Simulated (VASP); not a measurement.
A run of VASP 6.6.1:

The input INCAR:

```
PREC     = Accurate       # precision mode
ENCUT    = 600            # plane-wave cutoff, eV
EDIFF    = 1E-6           # SCF threshold, eV
ISMEAR   = -1             # smearing method
SIGMA    = 0.1            # smearing width, eV
LREAL    = F              # projectors in reciprocal space
LASPH    = T              # aspherical terms in the spheres
NELM     = 100            # most SCF steps
ALGO     = Normal         # electronic algorithm
ISIF     = 3              # what is computed and relaxed
LWAVE    = F              # write WAVECAR
LCHARG   = F              # write CHGCAR
GGA      = PS             # functional
IBRION   = 2              # ionic algorithm
NSW      = 80             # ionic steps
EDIFFG   = -0.01          # ionic threshold
```

File KPOINTS:

```
regular mesh
0
Gamma
  8 8 11
```

POSCAR

```
As
1.0
    4.6939060714      0.0000000000      0.0000000000
   -2.3469530357      4.0650419008      0.0000000000
    0.0000000000      0.0000000000      2.8773644218
As
3
Direct
    0.0000000000      0.0000000000      0.0000000000
    0.3333333333      0.6666666667      0.5000000000
    0.6666666667      0.3333333333      0.5000000000
```

Potentials or basis: VASP PAW PBE potentials, release 64 (As).

Run with:

```sh
$ cat potpaw_PBE.64/As/POTCAR > POTCAR
$ mpirun -np 1 vasp_std > vasp.out
```

Hardware: 1 thread of Intel(R) Xeon(R) 6975P-C (Granite Rapids), with other jobs on the host.

Question: Estimate the wall time of this run.

Answer: It took 40 s on 1 thread of Intel(R) Xeon(R) 6975P-C (Granite Rapids), with other jobs on the host, peak memory 0.21 GiB. Counts: scf iterations 31, k points 60, ion steps 5.
